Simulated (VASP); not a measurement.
Ta5Ti3, 8 atoms in the cell. Symmetry: P4/mmm, No. 123, tetragonal system. The conventional cell has a = 3.309 Å, b = 3.309 Å, c = 13.061 Å, α = 90.00°, β = 90.00°, γ = 90.00°. Ti (site symmetry 4mm) has 5 Ta at 2.83 to 3.24 Å and 9 Ti at 2.85 to 3.31 Å within 3.7 Å. Within 3.8 Å of Ti (site symmetry 4/mmm) lie 12 Ti at 2.85 to 3.31 Å and 2 Ta at 3.21 Å. Ta (site symmetry 4mm) has 5 Ti at 2.83 to 3.21 Å and 9 Ta at 2.86 to 3.32 Å within 3.7 Å. Within 3.8 Å of Ta (site symmetry 4/mmm) lie 14 Ta at 2.88 to 3.32 Å. Ta (site symmetry 4mm) has 13 Ta at 2.86 to 3.34 Å and 1 Ti at 3.24 Å within 3.8 Å. 

* Program: VASP 6.6.1
* Task: single point
* Functional: PBE
* Potentials or basis: VASP PAW PBE potentials, release 64 (Ti_sv, Ta_pv)
* Cutoff: 520 eV
* k mesh: 5 × 5 × 2
* Occupations: gaussian, width 0.2 eV
* Spin: no spin polarisation
* Dipole correction: no
* Further INCAR settings: ALGO = Fast; EDIFF = 1e-06; NBANDS = 56

Potentials or basis: VASP PAW PBE potentials, release 64 (Ti_sv, Ta_pv).

Launch:

```sh
$ cat potpaw_PBE.64/Ti_sv/POTCAR potpaw_PBE.64/Ta_pv/POTCAR > POTCAR
$ mpirun -np 1 vasp_std > vasp.out
```

Hardware: 1 thread of AMD EPYC 9R45 96-Core Processor (Zen 5), on a shared host.

Q: How long does it take, and how much memory?

A: It took 3.1 min on 1 thread of AMD EPYC 9R45 96-Core Processor (Zen 5), with other jobs on the host, peak memory 0.27 GiB. Counts: scf iterations 36, k points 12.
